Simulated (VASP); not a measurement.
# AlN (P2_1) in VASP: a series of runs, part 2 of 2

VASP 6.6.1.

**3. Single point, PBE (atoms displaced along a vibrational mode)**

File INCAR:

```
  ALGO = Normal
  EDIFF = 1E-7
  ENCUT = 520
  GGA = PE
  ISIF = 2
  ISMEAR = 0
  LASPH = T
  LCHARG = F
  LREAL = F
  LWAVE = F
  NBANDS = 26
  NELM = 100
  PREC = Accurate
  SIGMA = 0.05
```

File KPOINTS:

```
k-points
0
Gamma
  8 8 8
```

File POSCAR:

```
AlN
1.0
   -3.1302395627      0.0000000000      0.0000000000
    0.0000000000      5.4217339625      0.0000000000
    1.5651197814     -2.7108669813     -5.0179796546
Al N
4 4
Direct
    0.9751758137      0.3324689746      0.9982712825
    0.4751758137      0.8324689746      0.9982712825
    0.2730954688      0.9158023079      0.4982712825
    0.7730954688      0.4158023079      0.4982712825
    0.8295637967      0.1416976921      0.6167287175
    0.3295637967      0.6416976921      0.6167287175
    0.0371649208      0.7250310254      0.1167287175
    0.5371649208      0.2250310254      0.1167287175
```

Potentials or basis: VASP PAW PBE potentials, release 64 (Al, N).

Started as:

```sh
cat potpaw_PBE.64/Al/POTCAR potpaw_PBE.64/N/POTCAR > POTCAR
mpirun -np 1 vasp_std > vasp.out
```

OUTCAR:

```text
EDIFF = 1E-7
   ENCUT = 520
   GGA = PE
   ISIF = 2
   ISMEAR = 0
   LASPH = T
   LREAL = F
   NELM = 100
   PREC = Accurate

 ion  position               nearest neighbor table
   1  0.975  0.332  0.998-   8 1.90   7 1.90   8 1.91   5 1.92   3 3.02   4 3.02   3 3.10   4 3.10
                             2 3.13   2 3.13   2 3.13   2 3.13   4 3.17   3 3.17
   2  0.475  0.832  0.998-   7 1.90   8 1.90   7 1.91   6 1.92   4 3.02   3 3.02   4 3.10   3 3.10
                             1 3.13   1 3.13   1 3.13   1 3.13   3 3.17   4 3.17
   3  0.273  0.916  0.498-   5 1.90   6 1.90   5 1.91   7 1.92   1 3.02   2 3.02   1 3.10   2 3.10
                             4 3.13   4 3.13   4 3.13   4 3.13   2 3.17   1 3.17
   4  0.773  0.416  0.498-   6 1.90   5 1.90   6 1.91   8 1.92   2 3.02   1 3.02   2 3.10   1 3.10
                             3 3.13   3 3.13   3 3.13   3 3.13   1 3.17   2 3.17
   5  0.830  0.142  0.617-   3 1.90   4 1.90   3 1.91   1 1.92
   6  0.330  0.642  0.617-   4 1.90   3 1.90   4 1.91   2 1.92
   7  0.037  0.725  0.117-   2 1.90   1 1.90   2 1.91   3 1.92
   8  0.537  0.225  0.117-   1 1.90   2 1.90   1 1.91   4 1.92

  LATTYP: Found a body centered orthorhombic cell.
 ALAT       =     3.1302395627
 B/A-ratio  =     1.7320508076
 C/A-ratio  =     3.2061313865

  Lattice vectors:

 A1 = (  -1.5651197814,   2.7108669813,   5.0179796546)
 A2 = (   1.5651197813,  -2.7108669812,   5.0179796546)
 A3 = (   1.5651197814,   2.7108669812,  -5.0179796546)

Analysis of symmetry for initial positions (statically):
=====================================================================
 Subroutine PRICEL returns following result:

  LATTYP: Found a hexagonal cell.
 ALAT       =     3.1302395627
 C/A-ratio  =     1.6030656932

  Lattice vectors:

 A1 = (   3.1302395627,  -0.0000000000,   0.0000000000)
 A2 = (  -1.5651197813,  -2.7108669813,   0.0000000000)
 A3 = (   0.0000000001,  -0.0000000000,  -5.0179796546)

   2 primitive cells build up your supercell.

 Routine SETGRP: Setting up the symmetry group for a
 body centered orthorhombic supercell.

 Subroutine GETGRP returns: Found  2 space group operations
 (whereof  1 operations were pure point group operations)
 out of a pool of  8 trial point group operations.

The static configuration has the point symmetry C_1 .
 The point group associated with its full space group is C_2 .

Analysis of symmetry for dynamics (positions and initial velocities):
=====================================================================
 Subroutine PRICEL returns following result:

  LATTYP: Found a hexagonal cell.
 ALAT       =     3.1302395627
 C/A-ratio  =     1.6030656932

  Lattice vectors:

 A1 = (   3.1302395627,  -0.0000000000,   0.0000000000)
 A2 = (  -1.5651197813,  -2.7108669813,   0.0000000000)
 A3 = (   0.0000000001,  -0.0000000000,  -5.0179796546)

   2 primitive cells build up your supercell.

 Routine SETGRP: Setting up the symmetry group for a
 body centered orthorhombic supercell.

 Subroutine GETGRP returns: Found  2 space group operations
 (whereof  1 operations were pure point group operations)
 out of a pool of  8 trial point group operations.

The dynamic configuration has the point symmetry C_1 .
 The point group associated with its full space group is C_2 .

 Subroutine INISYM returns: Found  2 space group operations
[... 63 lines left out ...]
  0.000000  0.125000 -0.000000      4.000000
[... 16 lines left out ...]
  0.125000 -0.250000 -0.125000      4.000000
  0.250000  0.250000 -0.000000      4.000000
 [... further k-points ...]
   k-points           NKPTS =    150   k-points in BZ     NKDIM =    150   number of bands    NBANDS=     26
   number of dos      NEDOS =    301   number of ions     NIONS =      8
   total plane-waves  NPLWV =  46080
   dimension x,y,z NGX =    24 NGY =   40 NGZ =   48
   dimension x,y,z NGXF=    48 NGYF=   80 NGZF=   96
   ions per type =               4   4
   NGX,Y,Z   is equivalent  to a cutoff of  12.75, 12.27, 13.49 a.u.
   NGXF,Y,Z  is equivalent  to a cutoff of  25.49, 24.53, 26.98 a.u.
 SYSTEM =  unknown system
   PREC   = accura    normal or accurate (medium, high low for compatibility)
   ISTART =      0    job   : 0-new  1-cont  2-samecut
   ICHARG =      2    charge: 1-file 2-atom 10-const
   ISPIN  =      1    spin polarized calculation?
   LNONCOLLINEAR =      F non collinear calculations
   LSORBIT =      F    spin-orbit coupling
   LASPH  =      T    aspherical Exc in radial PAW
   ENCUT  =  520.0 eV  38.22 Ry    6.18 a.u.   5.82 10.08 11.00*2*pi/ulx,y,z
   NELM   =    100;   NELMIN=  2; NELMDL= -5     # of ELM steps
   EDIFF  = 0.1E-06   stopping-criterion for ELM
   LREAL  =      F    real-space projection
   EDIFFG = 0.1E-05   stopping-criterion for IOM
   NSW    =      0    number of steps for IOM
   IBRION =     -1    ionic relax: 0-MD 1-quasi-New 2-CG
   NFREE  =      0    steps in history (QN), initial steepest desc. (CG)
   ISIF   =      2    stress and relaxation
   ISYM   =      2    0-nonsym 1-usesym 2-fastsym
   POTIM  = 0.5000    time-step for ionic-motion
   TEBEG  =    0.0;   TEEND  =   0.0 temperature during run
   PSTRESS=    0.0 pullay stress
   NELECT =      32.0000    total number of electrons
   NUPDOWN=      -1.0000    fix difference up-down
   EMIN   =  10.00;   EMAX   =-10.00  energy-range for DOS
   EFERMI =   0.00;   METHOD = LEGACY
   ISMEAR =     0;   SIGMA  =   0.05  broadening in eV -4-tet -1-fermi 0-gaus
   EFERMI_NEDOS =   21; number of points for ismear=-14 and -15
   IALGO  =     38    algorithm
   IMIX   =      4    mixing-type and parameters
     AMIX     =   0.40;   BMIX     =  1.00
     AMIX_MAG =   1.60;   BMIX_MAG =  1.00
  volume/ion in A,a.u.               =      10.65        71.84
  Fermi-wavevector in a.u.,A,eV,Ry     =   1.181345  2.232418 18.987951  1.395575
  Thomas-Fermi vector in A             =   2.317620
   LORBIT       =      0    0 simple, 1 ext, 2 COOP (PROOUT), +10 PAW based schemes
   GGA     = PE    functional components
   LHFCALC =     F    Hartree Fock is set to
   AEXX    =    0.0000 exact exchange contribution
   IVDW    =     0    specifies the selected vdW correction
   LEPSILON=     F    determine dielectric tensor
   LRPA    =     F    only Hartree local field effects (RPA)
 non-spin polarized calculation
 Gauss-broadening in eV      SIGMA  =   0.05
  energy-cutoff  :      520.00
  volume of cell :       85.16
 maximum number of plane-waves:      2322
   NGX = 11   NGY = 21   NGZ = 21

 number of electron      32.0000001 magnetization

 Free energy of the ion-electron system (eV)
  ---------------------------------------------------
  ext. energy  EPLUGINS =         0.00000000
  ---------------------------------------------------
  free energy    TOTEN  =       -59.47272386 eV

  energy without entropy =      -59.47272386  energy(sigma->0) =      -59.47272386

 E-fermi :   6.2414     XC(G=0): -10.8300

 val. band max:        6.0018610661   @ k =   0.0000   0.0000   0.0000
 cond. band min:       9.9801417726   @ k =   0.0000   0.0000   0.0000
 fundamental gap:      3.9782807065
 Fermi energy:         6.2414047534

 k-point     1 :       0.0000    0.0000    0.0000
  band No.  band energies     occupation
      1      -9.0980      2.00000
      2      -7.0124      2.00000
      3      -6.8204      2.00000
      4      -6.8204      2.00000
      5       0.0669      2.00000
      6       0.4482      2.00000
[... 685 lines left out ...]
     25      17.0864      0.00000
     26      17.1595      0.00000

 [... further k-points ...]

------------------------ aborting loop because EDIFF is reached ----------------------------------------

  FORCE on cell =-STRESS in cart. coord.  units (eV):
  Direction    XX          YY          ZZ          XY          YZ          ZX
  --------------------------------------------------------------------------------------
  -------------------------------------------------------------------------------------
  Total       -0.4129381     -0.1344044     -0.0998238      0.1614149     -0.0000000      0.0000000
  in kB       -7.7687454     -2.5285959     -1.8780189      3.0367532     -0.0000000      0.0000000
  external PRESSURE =      -4.0584534 kB  Pullay stress =       0.0000000 kB

 VOLUME and BASIS-vectors are now :
 -----------------------------------------------------------------------------
  energy-cutoff  :      520.00
  volume of cell :       85.16
      direct lattice vectors                 reciprocal lattice vectors
    -3.130239563  0.000000000  0.000000000    -0.319464367  0.000000000 -0.099641695
     0.000000000  5.421733963  0.000000000     0.000000000  0.184442838 -0.099641695
     1.565119781 -2.710866981 -5.017979655     0.000000000  0.000000000 -0.199283391

 POSITION                                       TOTAL-FORCE (eV/Angst)
 -----------------------------------------------------------------------------------
     -1.49012     -0.90362     -5.00930        -0.416697      0.025049      0.035135
      0.07500      1.80724     -5.00930        -0.416697      0.025049      0.035135
     -0.07500      3.61449     -2.50032         0.416697     -0.025049      0.035135
     -1.64012      0.90362     -2.50032         0.416697     -0.025049      0.035135
     -1.63148     -0.90362     -3.09473         0.193793      0.010720     -0.035135
     -0.06636      1.80724     -3.09473         0.193793      0.010720     -0.035135
      0.06636      3.61449     -0.58574        -0.193793     -0.010720     -0.035135
     -1.49876      0.90362     -0.58574        -0.193793     -0.010720     -0.035135
 -----------------------------------------------------------------------------------
    total drift:                               -0.000019     -0.000010      0.001014

  FREE ENERGIE OF THE ION-ELECTRON SYSTEM (eV)
  ---------------------------------------------------
  free  energy   TOTEN  =       -59.4727238556 eV

  energy  without entropy=      -59.4727238556  energy(sigma->0) =      -59.47272386
```

It took 3.8 min on 1 thread of Oxide Virtual Turin-like, shared host; peak memory 0.34 GiB.

What came out:

```yaml
Free_energy: -59.4727 eV
Pressure: -0.4 GPa
Largest_force: 0.419 eV/Å
Band_gap_on_the_k_mesh: 3.98 eV
```

Forces on the atoms (eV/Å):
```
Al  -0.417  0.025  0.035
Al  -0.417  0.025  0.035
Al   0.417 -0.025  0.035
Al   0.417 -0.025  0.035
N    0.194  0.011 -0.035
N    0.194  0.011 -0.035
N   -0.194 -0.011 -0.035
N   -0.194 -0.011 -0.035
```

Levels at points of the mesh, in eV from the valence-band top:
```tsv
k point	band 14	band 15	band 16	band 17	band 18	band 19
(0.00, 0.00, 0.00)	-0.35	-0.13	0.00	3.98	5.18	5.18
(0.50, 0.00, 0.00)	-2.05	-0.88	-0.88	6.06	6.06	7.16
(0.00, 0.50, 0.00)	-0.71	-0.57	-0.57	5.86	5.86	7.23
(0.50, 0.50, 0.00)	-1.39	-1.39	-0.76	5.30	5.30	5.61
(0.50, 0.50, 0.50)	-1.25	-1.25	-0.68	5.10	5.10	5.33
(0.00, 0.00, 0.50)	-0.60	-0.53	-0.53	5.72	5.73	6.24
```

Caveat: the cell differs from its parent crystal (atoms displaced along a vibrational mode). A k mesh can miss the band edges.
